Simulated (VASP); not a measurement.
A run of VASP 6.6.1 is set up as follows.

File POSCAR:

```
Cu
1.0
   -1.4476911059      1.4476911059      1.3693140264
    1.4476911059     -1.4476911059      1.3693140264
    1.4476911059      1.4476911059     -1.3693140264
Cu
1
Direct
    0.0000000000      0.0000000000      0.0000000000
```

INCAR.step1

```
PREC = Accurate
ENCUT = 520
ISMEAR = 0
SIGMA = 0.1
LREAL = False
LASPH = True
NELM = 100
NBANDS = 12
GGA = PE
ALGO = Normal
EDIFF = 1E-4
LWAVE = True
LCHARG = False
```

INCAR.step2

```
PREC = Accurate
ENCUT = 520
EDIFF = 1E-6
ISMEAR = 0
SIGMA = 0.1
LREAL = False
LASPH = True
NELM = 100
ALGO = Normal
ISIF = 2
LWAVE = False
LCHARG = False
METAGGA = R2SCAN
LMIXTAU = True
NBANDS = 12
ISTART = 1
```

File KPOINTS:

```
Automatic mesh
0
Gamma
  20 20 20
```

Potentials or basis: VASP PAW PBE potentials, release 64 (Cu).

Launch:

```sh
$ cat potpaw_PBE.64/Cu/POTCAR > POTCAR
$ cp INCAR.step1 INCAR
$ mpirun -np 1 vasp_std > vasp.out
$ cp INCAR.step2 INCAR
$ mpirun -np 1 vasp_std > vasp.out
```

**Question.** Estimate the pressure.

**Answer.** 0.7 GPa.

Stress tensor (GPa, compression positive):
```
0.72 0.00 0.00
0.00 0.72 0.00
0.00 0.00 0.61
```

Caveat: the PAW data sets were made with another functional, which shifts forces and pressure a little.
